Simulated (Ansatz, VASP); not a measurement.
## One calculation of BaTiO3, two programs

```xyz
5
Lattice="3.9457 0.0000 0.0000 0.0000 3.9457 0.0000 0.0000 0.0000 3.9637" Properties=species:S:1:pos:R:3 pbc="T T T"
Ba    0.0000    0.0000    0.0013
Ti    1.9729    1.9729    1.9411
O     1.9729    1.9729    0.0615
O     1.9729    0.0000    2.0263
O     0.0000    1.9729    2.0263
```

Change from the starting cell: volume scaled by 0.96, ions relaxed.

Alike in both runs: functional PBE; k mesh 8 × 8 × 8; occupations fermi-dirac, width 0.02 eV; no spin polarisation.

Ansatz relaxed the structure, and its values are those at the end. VASP's run is a single point on that final structure, the one shown.

|  | VASP | Ansatz |
| --- | --- | --- |
| version | VASP 6.6.1 | Ansatz 0.2.0 |
| potentials or method | VASP PAW PBE potentials, release 64 (Ba_sv, Ti_sv, O) | plane-wave PAW, scalar-relativistic |
| plane-wave cutoff (eV) | 520 | 420 |
| valence electrons in the cell | 40 | 40 |

```tsv
	VASP	Ansatz	Ansatz less VASP
gap on the k mesh at the Fermi level (eV)	1.84	1.92	+0.073
pressure (GPa)	12.0	10.0	-2.07
rms of the force components (eV/Å)	0.016	0.002	-0.0137
```

With one functional, cell and mesh, what is left measures potentials, basis and numerics. Ansatz's warnings: stress scf threshold loose.

Neither program's run includes spin-orbit coupling.
